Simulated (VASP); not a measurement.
# AlNi in VASP: single point with PBE

Aim: the single point of AlNi with PBE.

Program: VASP 6.6.1. These are calculated values, not measurements. Logs are shortened: lines on timing, memory, paths and dates and some standing lists are left out, and cuts for length are marked.

**1. The cell of the first run**

The typed cell holds 4 atoms: a = 2.893 Å, b = 2.893 Å, c = 5.786 Å, α = 90.00°, β = 90.00°, γ = 90.00°.

**2. Single point, PBE**

Contents of INCAR:

```
PREC = Accurate ; ENCUT = 520
EDIFF = 1E-6 ; ISMEAR = 0
SIGMA = 0.15 ; LREAL = False
LASPH = True ; NELM = 80
ALGO = Fast ; ISIF = 2
LWAVE = False ; LCHARG = False
GGA = PE ; NBANDS = 21
```

Contents of KPOINTS:

```
Automatic mesh
0
Gamma
  12 12 6
```

Contents of POSCAR:

```
AlNi
1.0
    2.8933864483     -0.0000022070     -0.0000012420
   -0.0000022070      2.8934742861     -0.0000082514
   -0.0000024839     -0.0000165027      5.7864230547
Al Ni
2 2
Direct
   -0.0000002503      0.0000020297      0.5000016149
   -0.0000003939      0.0000016771     -0.0000033968
    0.5000017442      0.5000062962      0.2500030112
    0.4999989001      0.4999899968      0.7499987708
```

Potentials or basis: VASP PAW PBE potentials, release 64 (Al, Ni).

Run with:

```console
cat potpaw_PBE.64/Al/POTCAR potpaw_PBE.64/Ni/POTCAR > POTCAR
mpirun -np 1 vasp_std > vasp.out
```

OUTCAR:

```text
PREC = Accurate
   ENCUT = 520
   EDIFF = 1E-6
   ISMEAR = 0
   LREAL = False
   LASPH = True
   NELM = 80
   ISIF = 2
   GGA = PE

 ion  position               nearest neighbor table
   1  1.000  0.000  0.500-   4 2.51   4 2.51   3 2.51   3 2.51   3 2.51   3 2.51   4 2.51   4 2.51
                             2 2.89   2 2.89
   2  1.000  0.000  1.000-   4 2.51   4 2.51   4 2.51   4 2.51   3 2.51   3 2.51   3 2.51   3 2.51
                             1 2.89   1 2.89
   3  0.500  0.500  0.250-   1 2.51   1 2.51   1 2.51   1 2.51   2 2.51   2 2.51   2 2.51   2 2.51
                             4 2.89   4 2.89
   4  0.500  0.500  0.750-   1 2.51   1 2.51   2 2.51   2 2.51   2 2.51   2 2.51   1 2.51   1 2.51
                             3 2.89   3 2.89

  LATTYP: Found a simple orthorhombic cell.
 ALAT       =     2.8933864483
 B/A-ratio  =     1.0000303581
 C/A-ratio  =     1.9998790891

  Lattice vectors:

 A1 = (   2.8933864483,  -0.0000022070,  -0.0000012420)
 A2 = (  -0.0000022070,   2.8934742861,  -0.0000082514)
 A3 = (  -0.0000024839,  -0.0000165027,   5.7864230547)

Analysis of symmetry for initial positions (statically):
=====================================================================
 Subroutine PRICEL returns:
 Original cell was already a primitive cell.

 Routine SETGRP: Setting up the symmetry group for a
 simple orthorhombic supercell.

 Subroutine GETGRP returns: Found  4 space group operations
 (whereof  2 operations were pure point group operations)
 out of a pool of  8 trial point group operations.

The static configuration has the point symmetry C_1h.
 The point group associated with its full space group is C_2v.

Analysis of symmetry for dynamics (positions and initial velocities):
=====================================================================
 Subroutine PRICEL returns:
 Original cell was already a primitive cell.

 Routine SETGRP: Setting up the symmetry group for a
 simple orthorhombic supercell.

 Subroutine GETGRP returns: Found  4 space group operations
 (whereof  2 operations were pure point group operations)
 out of a pool of  8 trial point group operations.

The dynamic configuration has the point symmetry C_1h.
 The point group associated with its full space group is C_2v.

 Subroutine INISYM returns: Found  4 space group operations
 (whereof  2 operations are pure point group operations),
 and found     1 'primitive' translations

----------------------------------------------------------------------------------------

[... 94 lines left out ...]
   ENCUT  =  520.0 eV  38.22 Ry    6.18 a.u.   5.38  5.38 10.76*2*pi/ulx,y,z
   NELM   =     80;   NELMIN=  2; NELMDL= -5     # of ELM steps
   EDIFF  = 0.1E-05   stopping-criterion for ELM
   LREAL  =      F    real-space projection
   EDIFFG = 0.1E-04   stopping-criterion for IOM
   NSW    =      0    number of steps for IOM
[... 5 lines left out ...]
   TEBEG  =    0.0;   TEEND  =   0.0 temperature during run
   PSTRESS=    0.0 pullay stress
   NELECT =      26.0000    total number of electrons
   NUPDOWN=      -1.0000    fix difference up-down
   EMIN   =  10.00;   EMAX   =-10.00  energy-range for DOS
   EFERMI =   0.00;   METHOD = LEGACY
   ISMEAR =     0;   SIGMA  =   0.15  broadening in eV -4-tet -1-fermi 0-gaus
   EFERMI_NEDOS =   21; number of points for ismear=-14 and -15
   IALGO  =     68    algorithm
   IMIX   =      4    mixing-type and parameters
     AMIX     =   0.40;   BMIX     =  1.00
     AMIX_MAG =   1.60;   BMIX_MAG =  1.00
  volume/ion in A,a.u.               =      12.11        81.73
  Fermi-wavevector in a.u.,A,eV,Ry     =   1.330415  2.514120 24.082374  1.770005
  Thomas-Fermi vector in A             =   2.459504
   LORBIT       =      0    0 simple, 1 ext, 2 COOP (PROOUT), +10 PAW based schemes
   GGA     = PE    functional components
   LHFCALC =     F    Hartree Fock is set to
   AEXX    =    0.0000 exact exchange contribution
   IVDW    =     0    specifies the selected vdW correction
   LEPSILON=     F    determine dielectric tensor
   LRPA    =     F    only Hartree local field effects (RPA)
 non-spin polarized calculation
 RMM-DIIS sequential band-by-band and
 Gauss-broadening in eV      SIGMA  =   0.15
  energy-cutoff  :      520.00
  volume of cell :       48.44
 maximum number of plane-waves:      1328
 NGX is ok and might be reduce to    24
   NGX = 11   NGY = 11   NGZ = 21

 number of electron      26.0000026 magnetization

 Free energy of the ion-electron system (eV)
  ---------------------------------------------------
  ext. energy  EPLUGINS =         0.00000000
  ---------------------------------------------------
  free energy    TOTEN  =       -21.08337117 eV

  energy without entropy =      -21.06335505  energy(sigma->0) =      -21.07336311

 E-fermi :   9.8868     XC(G=0): -11.9867

 val. band max:        9.8278591022   @ k =   0.2500   0.2500   0.1667
 cond. band min:       9.8903449096   @ k =   0.1667   0.3333  -0.0000
 fundamental gap:      0.0624858074
 Fermi energy:         9.8867698159

 k-point     1 :       0.0000    0.0000    0.0000
  band No.  band energies     occupation
      1      -1.1869      2.00000
      2       2.9831      2.00000
      3       3.1535      2.00000
      4       6.6926      2.00000
      5       6.6927      2.00000
      6       7.1581      2.00000
[... 565 lines left out ...]
     20      17.9920      0.00000
     21      19.2269      0.00000

 [... further k-points ...]

------------------------ aborting loop because EDIFF is reached ----------------------------------------

  FORCE on cell =-STRESS in cart. coord.  units (eV):
  Direction    XX          YY          ZZ          XY          YZ          ZX
  --------------------------------------------------------------------------------------
  -------------------------------------------------------------------------------------
  Total       -0.1084013     -0.1087454     -0.1077527      0.0000002      0.0000006      0.0000001
  in kB       -3.5851623     -3.5965437     -3.5637095      0.0000055      0.0000204      0.0000031
  external PRESSURE =      -3.5818052 kB  Pullay stress =       0.0000000 kB

 VOLUME and BASIS-vectors are now :
 -----------------------------------------------------------------------------
  energy-cutoff  :      520.00
  volume of cell :       48.44
      direct lattice vectors                 reciprocal lattice vectors
     2.893386448 -0.000002207 -0.000001242     0.345615775  0.000000264  0.000000148
    -0.000002207  2.893474286 -0.000008251     0.000000264  0.345605283  0.000000986
    -0.000002484 -0.000016503  5.786423055     0.000000074  0.000000493  0.172818335

 POSITION                                       TOTAL-FORCE (eV/Angst)
 -----------------------------------------------------------------------------------
      2.89338     -0.00000      2.89322         0.000000     -0.000058     -0.000237
      2.89338     -0.00001      5.78640        -0.000000     -0.000058      0.000237
      1.44670      1.44675      1.44662         0.000000     -0.000096      0.000000
      1.44669      1.44669      4.33981        -0.000000      0.000212     -0.000000
 -----------------------------------------------------------------------------------
    total drift:                               -0.000326     -0.000033     -0.001653

  FREE ENERGIE OF THE ION-ELECTRON SYSTEM (eV)
  ---------------------------------------------------
  free  energy   TOTEN  =       -21.0833711741 eV

  energy  without entropy=      -21.0633550477  energy(sigma->0) =      -21.07336311
```

Run time: 2.8 min. Hardware: 1 thread of Intel Xeon Platinum 8488C (Sapphire Rapids), shared host; peak memory 0.29 GiB.

Results:

```
Free energy            : -21.0834 eV
Pressure               : -0.4 GPa
Band gap on the k mesh : zero (bands 13 and 14 overlap by 2.92 eV)
```

Spin polarisation is off, so any magnetic state and its effect on volume and gap are missing.

The gap in the log of VASP goes by the Fermi energy; the results here count the filled bands.